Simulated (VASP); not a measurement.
# Sr (P6/mmm) in VASP: a series of runs, part 2 of 2

VASP 6.6.1. The steps go on from the part before.

### 4 Single point, PBEsol, collinear spin

Input file INCAR:

```
SYSTEM = Sr
PREC = Accurate
ENCUT = 520
EDIFF = 1E-6
ISMEAR = 0
SIGMA = 0.03
LREAL = .FALSE.
LASPH = .TRUE.
NELM = 150
ALGO = Normal
ISIF = 2
LWAVE = .FALSE.
LCHARG = .FALSE.
ISPIN = 2
MAGMOM = -2
LORBIT = 11
GGA = PS
NBANDS = 15
```

Input file KPOINTS:

```
regular mesh
0
G
  6 6 8
  0 0 0
```

Input file POSCAR:

```
Sr
1.0
   10.1086195685      0.0000000000      0.0000000000
   -5.0543097843      8.7543213435      0.0000000000
    0.0000000000      0.0000000000      4.0674229572
Sr
1
Direct
    0.0000000000      0.0000000000      0.0000000000
```

Potentials or basis: VASP PAW PBE potentials, release 64 (Sr_sv).

Run with:

```
cat potpaw_PBE.64/Sr_sv/POTCAR > POTCAR
mpirun -np 1 vasp_std > vasp.out
```

OUTCAR:

```text
SYSTEM = Sr
   PREC = Accurate
   ENCUT = 520
   EDIFF = 1E-6
   ISMEAR = 0
   LREAL = .FALSE.
   LASPH = .TRUE.
   NELM = 150
   ISIF = 2
   ISPIN = 2
   LORBIT = 11
   GGA = PS

 ion  position               nearest neighbor table
   1  0.000  0.000  0.000-

  LATTYP: Found a hexagonal cell.
 ALAT       =    10.1086195685
 C/A-ratio  =     0.4023717511

  Lattice vectors:

 A1 = (  10.1086195685,   0.0000000000,   0.0000000000)
 A2 = (  -5.0543097843,   8.7543213435,   0.0000000000)
 A3 = (   0.0000000000,   0.0000000000,   4.0674229572)

Analysis of symmetry for initial positions (statically):
=====================================================================
 Subroutine PRICEL returns:
 Original cell was already a primitive cell.

 Routine SETGRP: Setting up the symmetry group for a
 hexagonal supercell.

 Subroutine GETGRP returns: Found 24 space group operations
 (whereof 24 operations were pure point group operations)
 out of a pool of 24 trial point group operations.

The static configuration has the point symmetry D_6h.

Analysis of symmetry for dynamics (positions and initial velocities):
=====================================================================
 Subroutine PRICEL returns:
 Original cell was already a primitive cell.

 Routine SETGRP: Setting up the symmetry group for a
 hexagonal supercell.

 Subroutine GETGRP returns: Found 24 space group operations
 (whereof 24 operations were pure point group operations)
 out of a pool of 24 trial point group operations.

The dynamic configuration has the point symmetry D_6h.

Analysis of structural, dynamic, and magnetic symmetry:
=====================================================================
 Subroutine PRICEL returns:
 Original cell was already a primitive cell.

 Routine SETGRP: Setting up the symmetry group for a
 hexagonal supercell.

 Subroutine GETGRP returns: Found 24 space group operations
 (whereof 24 operations were pure point group operations)
 out of a pool of 24 trial point group operations.

The overall configuration has the point symmetry D_6h.
[... 161 lines left out ...]
      5      -3.5920      1.00000
      6      -0.9712      0.00000
      7      -0.8253      0.00000
      8      -0.8253      0.00000
      9      -0.5127      0.00000
     10      -0.5127      0.00000
     11       0.7399      0.00000
     12       1.3582      0.00000
     13       1.3582      0.00000
     14       1.5662      0.00000
[... 403 lines left out ...]
      4     -21.3519      1.00000
      5      -1.9296      1.00000
      6      -0.9868      0.00000
      7      -0.9634      0.00000
      8      -0.2954      0.00000
      9       0.1039      0.00000
     10       0.1360      0.00000
     11       0.8967      0.00000
     12       1.1749      0.00000
     13       2.0043      0.00000
     14       2.4840      0.00000
     15       2.9663      0.00000

 [... further k-points ...]

 spin component 2

 k-point     1 :       0.0000    0.0000    0.0000
  band No.  band energies     occupation
      1     -39.5044      1.00000
      2     -21.5302      1.00000
      3     -21.5302      1.00000
      4     -21.2870      1.00000
      5      -3.7449      1.00000
      6      -1.0127      0.00000
      7      -0.9588      0.00000
      8      -0.9588      0.00000
      9      -0.5847      0.00000
     10      -0.5847      0.00000
     11       0.7747      0.00000
     12       1.2079      0.00000
     13       1.2079      0.00000
     14       1.6141      0.00000
[... 403 lines left out ...]
      4     -21.4219      1.00000
      5      -2.0645      1.00000
      6      -1.1698      0.05781
      7      -1.1496      0.00570
      8      -0.3804      0.00000
      9       0.0550      0.00000
     10       0.0858      0.00000
     11       0.8526      0.00000
     12       1.1104      0.00000
     13       1.9817      0.00000
     14       2.4619      0.00000
     15       2.8964      0.00000

 [... further k-points ...]

------------------------ aborting loop because EDIFF is reached ----------------------------------------

  FORCE on cell =-STRESS in cart. coord.  units (eV):
  Direction    XX          YY          ZZ          XY          YZ          ZX
  --------------------------------------------------------------------------------------
  -------------------------------------------------------------------------------------
  Total       -0.0322354     -0.0322354      0.2122246      0.0000000     -0.0000000      0.0000000
  in kB       -0.1434864     -0.1434864      0.9446538      0.0000000     -0.0000000      0.0000000
  external PRESSURE =       0.2192270 kB  Pullay stress =       0.0000000 kB

 VOLUME and BASIS-vectors are now :
 -----------------------------------------------------------------------------
  energy-cutoff  :      520.00
  volume of cell :      359.94
      direct lattice vectors                 reciprocal lattice vectors
    10.108619568  0.000000000  0.000000000     0.098925476  0.057114650  0.000000000
    -5.054309784  8.754321343  0.000000000     0.000000000  0.114229300  0.000000000
     0.000000000  0.000000000  4.067422957     0.000000000  0.000000000  0.245855917

 POSITION                                       TOTAL-FORCE (eV/Angst)
 -----------------------------------------------------------------------------------
      0.00000      0.00000      0.00000         0.000000      0.000000      0.000000
 -----------------------------------------------------------------------------------
    total drift:                               -0.000000     -0.000000     -0.000000

  FREE ENERGIE OF THE ION-ELECTRON SYSTEM (eV)
  ---------------------------------------------------
  free  energy   TOTEN  =        -0.2398000922 eV

  energy  without entropy=       -0.2362458728  energy(sigma->0) =       -0.23802298

 total charge

# of ion       s       p       d       tot
------------------------------------------
    1        2.102   5.645   0.072   7.819

 magnetization (x)

# of ion       s       p       d       tot
------------------------------------------
    1        0.001  -0.005  -0.056  -0.059
```

OSZICAR:

```text
N       E                     dE             d eps       ncg     rms          rms(c)
DAV:   1     0.278532530057E+02    0.27853E+02   -0.35292E+03  2788   0.433E+02
DAV:   2     0.215728233932E+01   -0.25696E+02   -0.25131E+02  2878   0.837E+01
DAV:   3     0.383099158949E+00   -0.17742E+01   -0.17360E+01  3337   0.144E+01
[... 13 lines left out ...]
DAV:  17    -0.239678006515E+00   -0.29742E-04   -0.12585E-05  2368   0.128E-02    0.371E-02
DAV:  18    -0.239791909657E+00   -0.11390E-03   -0.36350E-04  2142   0.452E-02    0.342E-02
DAV:  19    -0.239800150938E+00   -0.82413E-05   -0.51931E-05  2645   0.164E-02    0.208E-02
DAV:  20    -0.239797550660E+00    0.26003E-05   -0.42554E-05  2170   0.171E-02    0.190E-02
DAV:  21    -0.239799197905E+00   -0.16472E-05   -0.66430E-06  2826   0.545E-03    0.149E-02
DAV:  22    -0.239800092244E+00   -0.89434E-06   -0.65060E-06  2270   0.534E-03
   1 F= -.23980009E+00 E0= -.23802298E+00  d E =-.355422E-02  mag=    -0.2501
```

Wall time 5.3 min (1 thread of AMD EPYC 9R45 (Zen 5), shared host); peak memory 0.72 GiB.

Results:

```
Free energy                                           : -0.2398 eV
Pressure                                              : 0.0 GPa
Net moment                                            : -0.25 μB per cell
Site moments                                          : Sr -0.06 μB
Valence electrons inside the program's atomic spheres : Sr 7.82
```

Caveat: a moment this small can come from the mesh or the smearing; the PAW data sets were made with another functional, which shifts forces and pressure a little.

### 5 The runs side by side

```csv
spin,cell,gap on the mesh (eV),pressure (GPa)
off,"a = 10.109, b = 10.109, c = 4.067 Å, angles 90.0, 90.0, 120.0°, 1 atom",-,0.2
off,"a = 10.988, b = 10.988, c = 4.775 Å, angles 90.0, 90.0, 120.0°, 1 atom",0.49,-0.1
collinear,"a = 10.109, b = 10.109, c = 4.067 Å, angles 90.0, 90.0, 120.0°, 1 atom",none,0.0
```

Alike in all rows: task single point; level PBEsol; potentials or basis VASP PAW PBE potentials, release 64 (Sr_sv); k mesh 6 × 6 × 8; cutoff (eV) 520; smearing gaussian 0.03 eV.

Caveats: the PAW data sets were made with another functional, which shifts forces and pressure a little; a moment this small can come from the mesh or the smearing (at least some runs).

Total energies depend on the potentials used, so only differences within one code and one set of settings carry meaning.
